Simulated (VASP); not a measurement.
# Mo (Im-3m) in VASP: notebook, part 2 of 2

VASP 6.6.1.

### 3 Relaxation of cell and atoms, PBEsol

This run uses another cell than the first one, of 15.58 Å³/atom, 1.019 times its volume.

INCAR reads:

```
PREC = Accurate ; ENCUT = 600
EDIFF = 1E-6 ; ISMEAR = -1
SIGMA = 0.05 ; LREAL = False
LASPH = True ; NELM = 80
ALGO = Normal ; ISIF = 3
LWAVE = False ; LCHARG = False
GGA = PS ; IBRION = 2
NSW = 60 ; EDIFFG = -0.02
```

KPOINTS reads:

```
Automatic mesh
0
Gamma
  10 10 10
```

POSCAR reads:

```
Mo
1.0
   -1.5734200000      1.5734200000      1.5734200000
    1.5734200000     -1.5734200000      1.5734200000
    1.5734200000      1.5734200000     -1.5734200000
Mo
1
Direct
    0.0000000000      0.0000000000      0.0000000000
```

Potentials or basis: VASP PAW PBE potentials, release 64 (Mo_sv).

The run is started by

```bash
cat potpaw_PBE.64/Mo_sv/POTCAR > POTCAR
mpirun -np 1 vasp_std > vasp.out
```

OUTCAR:

```text
PREC = Accurate
   ENCUT = 600
   EDIFF = 1E-6
   ISMEAR = -1
   LREAL = False
   LASPH = True
   NELM = 80
   ISIF = 3
   GGA = PS
   IBRION = 2
   NSW = 60
   EDIFFG = -0.02

 ion  position               nearest neighbor table
   1  0.000  0.000  0.000-

  LATTYP: Found a body centered cubic cell.
 ALAT       =     3.1468400000

  Lattice vectors:

 A1 = (  -1.5734200000,   1.5734200000,   1.5734200000)
 A2 = (   1.5734200000,  -1.5734200000,   1.5734200000)
 A3 = (   1.5734200000,   1.5734200000,  -1.5734200000)

Analysis of symmetry for initial positions (statically):
=====================================================================
 Subroutine PRICEL returns:
 Original cell was already a primitive cell.

 Routine SETGRP: Setting up the symmetry group for a
 body centered cubic supercell.

 Subroutine GETGRP returns: Found 48 space group operations
 (whereof 48 operations were pure point group operations)
 out of a pool of 48 trial point group operations.

The static configuration has the point symmetry O_h .

Analysis of symmetry for dynamics (positions and initial velocities):
=====================================================================
 Subroutine PRICEL returns:
 Original cell was already a primitive cell.

 Routine SETGRP: Setting up the symmetry group for a
 body centered cubic supercell.

 Subroutine GETGRP returns: Found 48 space group operations
 (whereof 48 operations were pure point group operations)
 out of a pool of 48 trial point group operations.

The dynamic configuration has the point symmetry O_h .

 Subroutine INISYM returns: Found 48 space group operations
 (whereof 48 operations are pure point group operations),
 and found     1 'primitive' translations

----------------------------------------------------------------------------------------

                                     Primitive cell

  volume of cell :      15.5810

  direct lattice vectors                    reciprocal lattice vectors
    -1.573420000  1.573420000  1.573420000     0.000000000  0.317779105  0.317779105
     1.573420000 -1.573420000  1.573420000     0.317779105  0.000000000  0.317779105
     1.573420000  1.573420000 -1.573420000     0.317779105  0.317779105  0.000000000

  length of vectors
     2.725243382  2.725243382  2.725243382     0.449407521  0.449407521  0.449407521

  position of ions in fractional coordinates (direct lattice)
     0.000000000  0.000000000  0.000000000

  ion indices of the primitive-cell ions
   primitive index   ion index
                 1           1

----------------------------------------------------------------------------------------

 KPOINTS: Automatic mesh

Automatic generation of k-mesh.
 Grid dimensions read from file:
 generate k-points for:   10   10   10

 Generating k-lattice:

  Cartesian coordinates                     Fractional coordinates (reciprocal lattice)
     0.000000000  0.031777911  0.031777911     0.100000000  0.000000000  0.000000000
[... 40 lines left out ...]
 [... further k-points ...]
   k-points           NKPTS =     47   k-points in BZ     NKDIM =     47   number of bands    NBANDS=     11
   number of dos      NEDOS =    301   number of ions     NIONS =      1
   total plane-waves  NPLWV =  13824
   dimension x,y,z NGX =    24 NGY =   24 NGZ =   24
   dimension x,y,z NGXF=    48 NGYF=   48 NGZF=   48
   ions per type =               1
   NGX,Y,Z   is equivalent  to a cutoff of  14.64, 14.64, 14.64 a.u.
   NGXF,Y,Z  is equivalent  to a cutoff of  29.28, 29.28, 29.28 a.u.
 SYSTEM =  unknown system
   PREC   = accura    normal or accurate (medium, high low for compatibility)
   ISTART =      0    job   : 0-new  1-cont  2-samecut
   ICHARG =      2    charge: 1-file 2-atom 10-const
   ISPIN  =      1    spin polarized calculation?
   LNONCOLLINEAR =      F non collinear calculations
   LSORBIT =      F    spin-orbit coupling
   LASPH  =      T    aspherical Exc in radial PAW
   ENCUT  =  600.0 eV  44.10 Ry    6.64 a.u.   5.44  5.44  5.44*2*pi/ulx,y,z
   NELM   =     80;   NELMIN=  2; NELMDL= -5     # of ELM steps
   EDIFF  = 0.1E-05   stopping-criterion for ELM
   LREAL  =      F    real-space projection
   EDIFFG = -.2E-01   stopping-criterion for IOM
   NSW    =     60    number of steps for IOM
   IBRION =      2    ionic relax: 0-MD 1-quasi-New 2-CG
   NFREE  =      1    steps in history (QN), initial steepest desc. (CG)
   ISIF   =      3    stress and relaxation
   ISYM   =      2    0-nonsym 1-usesym 2-fastsym
   POTIM  = 0.5000    time-step for ionic-motion
   TEBEG  =    0.0;   TEEND  =   0.0 temperature during run
   PSTRESS=    0.0 pullay stress
   NELECT =      14.0000    total number of electrons
   NUPDOWN=      -1.0000    fix difference up-down
   EMIN   =  10.00;   EMAX   =-10.00  energy-range for DOS
   EFERMI =   0.00;   METHOD = LEGACY
   ISMEAR =    -1;   SIGMA  =   0.05  broadening in eV -4-tet -1-fermi 0-gaus
   EFERMI_NEDOS =   21; number of points for ismear=-14 and -15
   IALGO  =     38    algorithm
   IMIX   =      4    mixing-type and parameters
     AMIX     =   0.40;   BMIX     =  1.00
     AMIX_MAG =   1.60;   BMIX_MAG =  1.00
  volume/ion in A,a.u.               =      15.58       105.15
  Fermi-wavevector in a.u.,A,eV,Ry     =   1.579742  2.985280 33.954495  2.495585
  Thomas-Fermi vector in A             =   2.680075
   LORBIT       =      0    0 simple, 1 ext, 2 COOP (PROOUT), +10 PAW based schemes
   GGA     = PS    functional components
   LHFCALC =     F    Hartree Fock is set to
   AEXX    =    0.0000 exact exchange contribution
   IVDW    =     0    specifies the selected vdW correction
   LEPSILON=     F    determine dielectric tensor
   LRPA    =     F    only Hartree local field effects (RPA)
 conjugate gradient relaxation of ions
 non-spin polarized calculation
  energy-cutoff  :      600.00
  volume of cell :       15.58
 maximum number of plane-waves:       535
 NGX is ok and might be reduce to    24
   NGX = 11   NGY = 11   NGZ = 11

--------------------------------------- Ionic step        1  -------------------------------------------

 number of electron      14.0000002 magnetization

 Free energy of the ion-electron system (eV)
  ---------------------------------------------------
  ext. energy  EPLUGINS =         0.00000000
  ---------------------------------------------------
  free energy    TOTEN  =       -11.76354697 eV

  energy without entropy =      -11.75509679  energy(sigma->0) =      -11.75932188

------------------------ aborting loop because EDIFF is reached ----------------------------------------

  FORCE on cell =-STRESS in cart. coord.  units (eV):
  Direction    XX          YY          ZZ          XY          YZ          ZX
  --------------------------------------------------------------------------------------
  -------------------------------------------------------------------------------------
  Total       -0.4365170     -0.4365170     -0.4365170     -0.0000000      0.0000000      0.0000000
  in kB      -44.8867092    -44.8867092    -44.8867092     -0.0000000      0.0000000      0.0000000
  external PRESSURE =     -44.8867092 kB  Pullay stress =       0.0000000 kB
[... 57 lines left out ...]
--------------------------------------- Ionic step        3  -------------------------------------------

 number of electron      14.0000000 magnetization

 Free energy of the ion-electron system (eV)
  ---------------------------------------------------
  ext. energy  EPLUGINS =         0.00000000
  ---------------------------------------------------
  free energy    TOTEN  =       -11.76723398 eV

  energy without entropy =      -11.75930815  energy(sigma->0) =      -11.76327106

 E-fermi :  12.8992     XC(G=0): -13.6368

 val. band max:       12.8886543191   @ k =  -0.2000   0.2000   0.1000
 cond. band min:      12.9134921231   @ k =  -0.2000   0.2000   0.2000
 fundamental gap:      0.0248378040
 Fermi energy:        12.8992001979

 k-point     1 :       0.0000    0.0000    0.0000
  band No.  band energies     occupation
      1     -48.3871      2.00000
      2     -21.6296      2.00000
      3     -21.6296      2.00000
      4     -21.6296      2.00000
      5       5.4345      2.00000
      6      11.3912      2.00000
      7      11.3912      2.00000
      8      11.3912      2.00000
      9      14.4814      0.00000
     10      14.4814      0.00000
     11      27.6196      0.00000
[... 309 lines left out ...]
 k-point    24 :      -0.3000    0.3000    0.1000
  band No.  band energies     occupation
      1     -48.1774      2.00000
      2     -22.6158      2.00000
      3     -21.9986      2.00000
      4     -21.7498      2.00000
      5       8.0417      2.00000
      6      10.3371      2.00000
      7      11.0726      2.00000
      8      13.3332      0.00034
      9      14.7104      0.00000
     10      15.5340      0.00000
     11      27.1505      0.00000

 [... further k-points ...]
[... 5 lines left out ...]
  --------------------------------------------------------------------------------------
  -------------------------------------------------------------------------------------
  Total       -0.0091405     -0.0091405     -0.0091405      0.0000000      0.0000000      0.0000000
  in kB       -0.9555041     -0.9555041     -0.9555041      0.0000000      0.0000000      0.0000000
  external PRESSURE =      -0.9555041 kB  Pullay stress =       0.0000000 kB
[... 16 lines left out ...]
  FREE ENERGIE OF THE ION-ELECTRON SYSTEM (eV)
  ---------------------------------------------------
  free  energy   TOTEN  =       -11.7672339768 eV

  energy  without entropy=      -11.7593081486  energy(sigma->0) =      -11.76327106

 reached required accuracy - stopping structural energy minimisation
```

OSZICAR:

```text
N       E                     dE             d eps       ncg     rms          rms(c)
DAV:   1     0.104985505958E+03    0.10499E+03   -0.88970E+03  1034   0.145E+03
DAV:   2    -0.108315314112E+02   -0.11582E+03   -0.11225E+03  1109   0.366E+02
[... 20 lines left out ...]
DAV:   1    -0.121542517244E+02   -0.41750E+00   -0.99649E+00  1067   0.457E+01    0.664E+00
DAV:   2    -0.117903932644E+02    0.36386E+00   -0.80478E-01  1046   0.112E+01    0.135E+00
DAV:   3    -0.117647577242E+02    0.25636E-01   -0.11380E-01  1100   0.423E+00    0.884E-01
DAV:   4    -0.117672520906E+02   -0.24944E-02   -0.19313E-03  1073   0.503E-01    0.521E-02
DAV:   5    -0.117672336494E+02    0.18441E-04   -0.21234E-04  1135   0.186E-01    0.741E-03
DAV:   6    -0.117672339768E+02   -0.32735E-06   -0.14037E-06   967   0.160E-02
   3 F= -.11767234E+02 E0= -.11763271E+02  d E =-.368700E-02
```

CONTCAR:

```text
Mo
   1.00000000000000
    -1.5648132257036353    1.5648132257036353    1.5648132257036353
     1.5648132257036353   -1.5648132257036353    1.5648132257036353
     1.5648132257036353    1.5648132257036353   -1.5648132257036353
  Mo
     1
Direct
     0.0000000000000000    0.0000000000000000    0.0000000000000000

  0.00000000E+00  0.00000000E+00  0.00000000E+00
```

It took 9.9 s on 1 thread of Intel Xeon 6975P-C, shared host; peak memory 0.15 GiB.

What came out:

| Quantity | Value |
| --- | --- |
| Free energy | -11.7672 eV |
| Relaxed volume | 15.33 Å³/atom |
| Relaxed cell | a = 2.710 Å, b = 2.710 Å, c = 2.710 Å, α = 109.47°, β = 109.47°, γ = 109.47° |
| Space group after relaxing (to 0.05 Å) | Im-3m (No. 229) |
| Energy gained by relaxing | 3.7 meV/atom |
| Ionic steps | 3 |
| Pressure after relaxing | -0.1 GPa |
| Band gap on the k mesh | zero (band 7 reaches 16.93 eV, above the bottom of band 8 at 11.39 eV) |

The path:
```tsv
step	energy change (eV)	largest force (eV/Å)	pressure (GPa)	volume (Å³)
1	0.0000	0.0000	-4.49	15.58
2	0.0268	0.0000	14.45	14.62
3	-0.0037	0.0000	-0.10	15.33
```

Final structure:
```cif
data_structure
_symmetry_space_group_name_H-M 'P 1'
_symmetry_Int_Tables_number 1
_cell_length_a 2.7103
_cell_length_b 2.7103
_cell_length_c 2.7103
_cell_angle_alpha 109.471
_cell_angle_beta 109.471
_cell_angle_gamma 109.471
_cell_volume 15.33
loop_
_atom_site_label
_atom_site_type_symbol
_atom_site_fract_x
_atom_site_fract_y
_atom_site_fract_z
_atom_site_occupancy
Mo1 Mo 0.00000 0.00000 0.00000 1
```

Caveat: the PAW data sets were made with another functional, which shifts forces and pressure a little.
